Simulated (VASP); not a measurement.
# N (Pm-3m) in VASP: a series of runs, part 2 of 2

VASP 6.6.1.

**3. Single point, PBE**

This run uses another cell than the first one, of 6.23 Å³/atom.

File INCAR:

```
  PREC = Accurate
  ENCUT = 520
  EDIFF = 1E-6
  ISMEAR = -1
  SIGMA = 0.06122561905347299
  LREAL = False
  LASPH = True
  NELM = 60
  ALGO = Normal
  ISIF = 2
  LWAVE = False
  LCHARG = False
  GGA = PE
  NBANDS = 8
```

File KPOINTS:

```
Automatic mesh
0
Gamma
  58 58 58
```

File POSCAR:

```
N
1.0
    1.8396127099      0.0000000000      0.0000000000
    0.0000000000      1.8396127099      0.0000000000
    0.0000000000      0.0000000000      1.8396127099
N
1
Direct
    0.0000000000      0.0000000000      0.0000000000
```

Potentials or basis: VASP PAW PBE potentials, release 64 (N).

Command:

```
$ cat potpaw_PBE.64/N/POTCAR > POTCAR
$ mpirun -np 1 vasp_std > vasp.out
```

OUTCAR:

```text
PREC = Accurate
   ENCUT = 520
   EDIFF = 1E-6
   ISMEAR = -1
   LREAL = False
   LASPH = True
   NELM = 60
   ISIF = 2
   GGA = PE

 ion  position               nearest neighbor table
   1  0.000  0.000  0.000-

  LATTYP: Found a simple cubic cell.
 ALAT       =     1.8396127099

  Lattice vectors:

 A1 = (   1.8396127099,   0.0000000000,   0.0000000000)
 A2 = (   0.0000000000,   1.8396127099,   0.0000000000)
 A3 = (   0.0000000000,   0.0000000000,   1.8396127099)

Analysis of symmetry for initial positions (statically):
=====================================================================
 Subroutine PRICEL returns:
 Original cell was already a primitive cell.

 Routine SETGRP: Setting up the symmetry group for a
 simple cubic supercell.

 Subroutine GETGRP returns: Found 48 space group operations
 (whereof 48 operations were pure point group operations)
 out of a pool of 48 trial point group operations.

The static configuration has the point symmetry O_h .

Analysis of symmetry for dynamics (positions and initial velocities):
=====================================================================
 Subroutine PRICEL returns:
 Original cell was already a primitive cell.

 Routine SETGRP: Setting up the symmetry group for a
 simple cubic supercell.

 Subroutine GETGRP returns: Found 48 space group operations
 (whereof 48 operations were pure point group operations)
 out of a pool of 48 trial point group operations.

The dynamic configuration has the point symmetry O_h .

 Subroutine INISYM returns: Found 48 space group operations
 (whereof 48 operations are pure point group operations),
 and found     1 'primitive' translations

----------------------------------------------------------------------------------------

[... 102 lines left out ...]
   NUPDOWN=      -1.0000    fix difference up-down
   EMIN   =  10.00;   EMAX   =-10.00  energy-range for DOS
   EFERMI =   0.00;   METHOD = LEGACY
   ISMEAR =    -1;   SIGMA  =   0.06  broadening in eV -4-tet -1-fermi 0-gaus
   EFERMI_NEDOS =   21; number of points for ismear=-14 and -15
   IALGO  =     38    algorithm
   IMIX   =      4    mixing-type and parameters
     AMIX     =   0.40;   BMIX     =  1.00
     AMIX_MAG =   1.60;   BMIX_MAG =  1.00
  volume/ion in A,a.u.               =       6.23        42.01
  Fermi-wavevector in a.u.,A,eV,Ry     =   1.521733  2.875658 31.506617  2.315671
  Thomas-Fermi vector in A             =   2.630408
   LORBIT       =      0    0 simple, 1 ext, 2 COOP (PROOUT), +10 PAW based schemes
   GGA     = PE    functional components
   LHFCALC =     F    Hartree Fock is set to
   AEXX    =    0.0000 exact exchange contribution
   IVDW    =     0    specifies the selected vdW correction
   LEPSILON=     F    determine dielectric tensor
   LRPA    =     F    only Hartree local field effects (RPA)
 non-spin polarized calculation
  energy-cutoff  :      520.00
  volume of cell :        6.23
 maximum number of plane-waves:       178
 NGX is ok and might be reduce to    14
   NGX =  7   NGY =  7   NGZ =  7

 number of electron       4.9999999 magnetization

 Free energy of the ion-electron system (eV)
  ---------------------------------------------------
  ext. energy  EPLUGINS =         0.00000000
  ---------------------------------------------------
  free energy    TOTEN  =        -5.07564061 eV

  energy without entropy =       -5.07185620  energy(sigma->0) =       -5.07374841

 E-fermi :   8.3158     XC(G=0): -13.4450

 val. band max:        8.3153347914   @ k =   0.3966   0.2586   0.2241
 cond. band min:       8.3172647150   @ k =   0.4655   0.4655   0.3621
 fundamental gap:      0.0019299237
 Fermi energy:         8.3157962891

 k-point     1 :       0.0000    0.0000    0.0000
  band No.  band energies     occupation
      1     -14.9307      2.00000
      2      12.5073      0.00000
      3      12.5073      0.00000
      4      12.5073      0.00000
      5      31.4863      0.00000
      6      34.2993      0.00000
      7      34.2993      0.00000
      8      59.1435      0.00000
[... 243 lines left out ...]
 k-point    24 :       0.3966    0.0000    0.0000
  band No.  band energies     occupation
      1      -9.8080      2.00000
      2      -0.9716      2.00000
      3      14.2676      0.00000
      4      14.2676      0.00000
      5      33.3291      0.00000
      6      39.9186      0.00000
      7      41.7149      0.00000
      8      48.1729      0.00000

 [... further k-points ...]
[... 5 lines left out ...]
  --------------------------------------------------------------------------------------
  -------------------------------------------------------------------------------------
  Total        0.3536987      0.3536987      0.3536987     -0.0000000     -0.0000000      0.0000000
  in kB       91.0258796     91.0258796     91.0258796     -0.0000000     -0.0000000      0.0000000
  external PRESSURE =      91.0258796 kB  Pullay stress =       0.0000000 kB

 VOLUME and BASIS-vectors are now :
 -----------------------------------------------------------------------------
  energy-cutoff  :      520.00
  volume of cell :        6.23
      direct lattice vectors                 reciprocal lattice vectors
     1.839612710  0.000000000  0.000000000     0.543592678  0.000000000  0.000000000
     0.000000000  1.839612710  0.000000000     0.000000000  0.543592678  0.000000000
     0.000000000  0.000000000  1.839612710     0.000000000  0.000000000  0.543592678

 POSITION                                       TOTAL-FORCE (eV/Angst)
 -----------------------------------------------------------------------------------
      0.00000      0.00000      0.00000         0.000000      0.000000      0.000000
 -----------------------------------------------------------------------------------
    total drift:                               -0.000000     -0.000000     -0.000000

  FREE ENERGIE OF THE ION-ELECTRON SYSTEM (eV)
  ---------------------------------------------------
  free  energy   TOTEN  =        -5.0756406120 eV

  energy  without entropy=       -5.0718562016  energy(sigma->0) =       -5.07374841
```

Wall time 2.2 min (1 thread of Intel Xeon 8259CL, shared host); peak memory 0.3 GiB.

Results:

- Free energy: -5.0756 eV
- Pressure: 9.1 GPa
- Band gap on the k mesh: zero (an odd number of electrons rules out a gap without spin polarisation)

Levels at points of the mesh, in eV from the Fermi level:
```
           k point  band 1  band 2  band 3  band 4  band 5  band 6
(0.00, 0.00, 0.00)  -23.25    4.19    4.19    4.19   23.17   25.98
(0.50, 0.00, 0.00)  -16.60  -11.44    6.18    6.18   25.27   32.96
(0.50, 0.50, 0.00)  -10.24   -6.97   -6.97    7.79   10.24   36.71
(0.50, 0.50, 0.50)   -3.97   -3.49   -3.49   -3.49   18.74   18.74
```

Caveat: the cell stands under pressure.

**4. Single point, PBE**

This run uses another cell than the first one, of 6.36 Å³/atom.

File INCAR:

```
SYSTEM = N
  PREC = Accurate
  ENCUT = 520
  EDIFF = 1E-7
  ISMEAR = -1
  SIGMA = 0.06122561905347299
  LREAL = .FALSE.
  LASPH = .TRUE.
  NELM = 80
  ALGO = Normal
  ISIF = 2
  LWAVE = .FALSE.
  LCHARG = .FALSE.
  GGA = PE
  NBANDS = 8
```

File KPOINTS:

```
Automatic mesh
0
G
  58 58 58
  0 0 0
```

File POSCAR:

```
N
1.0
    1.8523000950      0.0000000000      0.0000000000
    0.0000000000      1.8523000950      0.0000000000
    0.0000000000      0.0000000000      1.8523000950
N
1
Direct
    0.0000000000      0.0000000000      0.0000000000
```

Potentials or basis: VASP PAW PBE potentials, release 64 (N).

Command:

```
$ cat potpaw_PBE.64/N/POTCAR > POTCAR
$ mpirun -np 1 vasp_std > vasp.out
```

OUTCAR:

```text
SYSTEM = N
   PREC = Accurate
   ENCUT = 520
   EDIFF = 1E-7
   ISMEAR = -1
   LREAL = .FALSE.
   LASPH = .TRUE.
   NELM = 80
   ISIF = 2
   GGA = PE

 ion  position               nearest neighbor table
   1  0.000  0.000  0.000-

  LATTYP: Found a simple cubic cell.
 ALAT       =     1.8523000950

  Lattice vectors:

 A1 = (   1.8523000950,   0.0000000000,   0.0000000000)
 A2 = (   0.0000000000,   1.8523000950,   0.0000000000)
[... 434 lines left out ...]
 k-point    24 :       0.3966    0.0000    0.0000
  band No.  band energies     occupation
      1      -9.9296      2.00000
      2      -1.1059      2.00000
      3      13.8050      0.00000
      4      13.8050      0.00000
      5      32.6867      0.00000
      6      39.3514      0.00000
      7      40.8842      0.00000
      8      47.4883      0.00000

 [... further k-points ...]
[... 5 lines left out ...]
  --------------------------------------------------------------------------------------
  -------------------------------------------------------------------------------------
  Total        0.1750911      0.1750911      0.1750911     -0.0000000      0.0000000     -0.0000000
  in kB       44.1408473     44.1408473     44.1408473     -0.0000000      0.0000000     -0.0000000
  external PRESSURE =      44.1408473 kB  Pullay stress =       0.0000000 kB

 VOLUME and BASIS-vectors are now :
 -----------------------------------------------------------------------------
  energy-cutoff  :      520.00
  volume of cell :        6.36
      direct lattice vectors                 reciprocal lattice vectors
     1.852300095  0.000000000  0.000000000     0.539869324  0.000000000  0.000000000
     0.000000000  1.852300095  0.000000000     0.000000000  0.539869324  0.000000000
     0.000000000  0.000000000  1.852300095     0.000000000  0.000000000  0.539869324

 POSITION                                       TOTAL-FORCE (eV/Angst)
 -----------------------------------------------------------------------------------
      0.00000      0.00000      0.00000         0.000000      0.000000      0.000000
 -----------------------------------------------------------------------------------
    total drift:                                0.000000     -0.000000     -0.000000

  FREE ENERGIE OF THE ION-ELECTRON SYSTEM (eV)
  ---------------------------------------------------
  free  energy   TOTEN  =        -5.0813599177 eV

  energy  without entropy=       -5.0776053869  energy(sigma->0) =       -5.07948265
```

stdout:

```text
POSCAR found type information on POSCAR N
 POSCAR found :  1 types and       1 ions
 scaLAPACK will be used
 LDA part: xc-table for (Slater+PW92), standard interpolation
 POSCAR, INCAR and KPOINTS ok, starting setup
 FFT: planning ... GRIDC
 FFT: planning ... GRID_SOFT
 FFT: planning ... GRID
 WAVECAR not read
 entering main loop
```

Run time: 98 s. Hardware: 1 thread of Intel Xeon 8259CL, shared host; peak memory 0.3 GiB.

What came out:

```
Free energy            : -5.0814 eV
Pressure               : 4.4 GPa
Band gap on the k mesh : zero (an odd number of electrons rules out a gap without spin polarisation)
```

Caveat: the cell stands under pressure.

**5. Single point, PBE**

This run uses another cell than the first one, of 6.48 Å³/atom.

File INCAR:

```
PREC     = Accurate       # precision mode
ENCUT    = 520            # plane-wave cutoff, eV
EDIFF    = 1E-6           # SCF threshold, eV
ISMEAR   = -1             # smearing method
SIGMA    = 0.06122561905347299 # smearing width, eV
LREAL    = F              # projectors in reciprocal space
LASPH    = T              # aspherical terms in the spheres
NELM     = 80             # most SCF steps
ALGO     = Normal         # electronic algorithm
ISIF     = 2              # what is computed and relaxed
LWAVE    = F              # write WAVECAR
LCHARG   = F              # write CHGCAR
GGA      = PE             # functional
NBANDS   = 8              # bands
```

File KPOINTS:

```
regular mesh
0
Gamma
  58 58 58
```

File POSCAR:

```
N
1.0
    1.8648160159      0.0000000000      0.0000000000
    0.0000000000      1.8648160159      0.0000000000
    0.0000000000      0.0000000000      1.8648160159
N
1
Direct
    0.0000000000      0.0000000000      0.0000000000
```

Command:

```
$ cat potpaw_PBE.64/N/POTCAR > POTCAR
$ mpirun -np 1 vasp_std > vasp.out
```

It took 98 s on 1 thread of Intel Xeon 8259CL, shared host; peak memory 0.31 GiB.

It converged, with:

* Free energy: -5.0834 eV
* Pressure: 0.0 GPa
* Band gap on the k mesh: zero (an odd number of electrons rules out a gap without spin polarisation)

Levels at points of the mesh, in eV from the Fermi level:
```tsv
k point	band 1	band 2	band 3	band 4	band 5	band 6
(0.00, 0.00, 0.00)	-22.59	4.06	4.06	4.06	22.43	25.72
(0.50, 0.00, 0.00)	-16.28	-10.88	5.94	5.94	24.73	32.33
(0.50, 0.50, 0.00)	-10.26	-6.61	-6.61	7.47	10.42	35.86
(0.50, 0.50, 0.50)	-4.39	-3.29	-3.29	-3.29	18.69	18.69
```

**6. The runs side by side**

```tsv
cell	gap on the mesh (eV)	pressure (GPa)
a = 1.827 Å, 1 atom	none	14.2
a = 1.840 Å, 1 atom	none	9.1
a = 1.852 Å, 1 atom	none	4.4
a = 1.865 Å, 1 atom	none	0.0
```

Alike in all rows: task single point; level PBE; potentials or basis VASP PAW PBE potentials, release 64 (N); no spin polarisation; k mesh 58 × 58 × 58; cutoff (eV) 520; smearing fermi-dirac 0.0612256 eV.

Caveats: the cell stands under pressure (at least some runs).

Absolute energies hang on the potentials; compare differences alone.
